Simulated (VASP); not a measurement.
Mo3N, 4 atoms in the cell. The structure is cubic, space group Pm-3m (No. 221). Conventional cell: a = 3.799 Å, b = 3.799 Å, c = 3.799 Å, α = 90.00°, β = 90.00°, γ = 90.00°. Within 3.5 Å of Mo (site symmetry 4/mmm) lie 8 Mo at 2.69 Å and 4 N at 2.69 Å. N (site symmetry m-3m) has 12 Mo at 2.69 Å within 3.5 Å. 

| Item | Value |
| --- | --- |
| Program | VASP 6.6.1 |
| Task | single point |
| Functional | PBE |
| Potentials or basis | VASP PAW PBE potentials, release 64 (Mo_sv, N) |
| Cutoff | 520 eV |
| k mesh | 6 × 6 × 6 |
| Occupations | gaussian, width 0.1 eV |
| Spin | no spin polarisation |
| Dipole correction | no |
| Further INCAR settings | ALGO = Normal; EDIFF = 1e-06; NBANDS = 32 |

Potentials or basis: VASP PAW PBE potentials, release 64 (Mo_sv, N).

Run with:

```sh
$ cat potpaw_PBE.64/Mo_sv/POTCAR potpaw_PBE.64/N/POTCAR > POTCAR
$ mpirun -np 1 vasp_std > vasp.out
```

Hardware: 1 thread of Intel(R) Xeon(R) 6975P-C (Granite Rapids) (shared host).

How long does it take, and how much memory?

It took 12 s on 1 thread of Intel(R) Xeon(R) 6975P-C (Granite Rapids), with other jobs on the host, peak memory 0.17 GiB. Counts: scf iterations 13, k points 20.
